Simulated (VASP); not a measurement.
Input of a VASP 6.6.1 run:

The input INCAR:

```
SYSTEM = Os
ALGO = Normal
EDIFF = 1E-6
ENCUT = 520
GGA = PS
ISIF = 2
ISMEAR = -1
LASPH = .True.
LCHARG = .False.
LREAL = .False.
LWAVE = .False.
NBANDS = 15
NELM = 100
PREC = Accurate
SIGMA = 0.1
```

KPOINTS

```
k-points
0
Gamma
  11 11 11
  0 0 0
```

File POSCAR:

```
Os
1.0
    0.0000000000      2.7874087307      2.7874087307
    2.7874087307      0.0000000000      2.7874087307
    2.7874087307      2.7874087307      0.0000000000
Os
2
Direct
    0.1250000000      0.1250000000      0.1250000000
    0.8750000000      0.8750000000      0.8750000000
```

Potentials or basis: VASP PAW PBE potentials, release 64 (Os).

Command:

```bash
$ cat potpaw_PBE.64/Os/POTCAR > POTCAR
$ mpirun -np 1 vasp_std > vasp.out
```

(1) Predict the band gap on the k mesh.

(2) Predict the pressure.

Answers

(1) zero (bands 8 and 9 overlap by 1.01 eV).

(2) -8.9 GPa.

Caveat: the cell stands under tension; the PAW data sets were made with another functional, which shifts forces and pressure a little; spin-orbit coupling is left out, which moves the levels of the heavy elements.
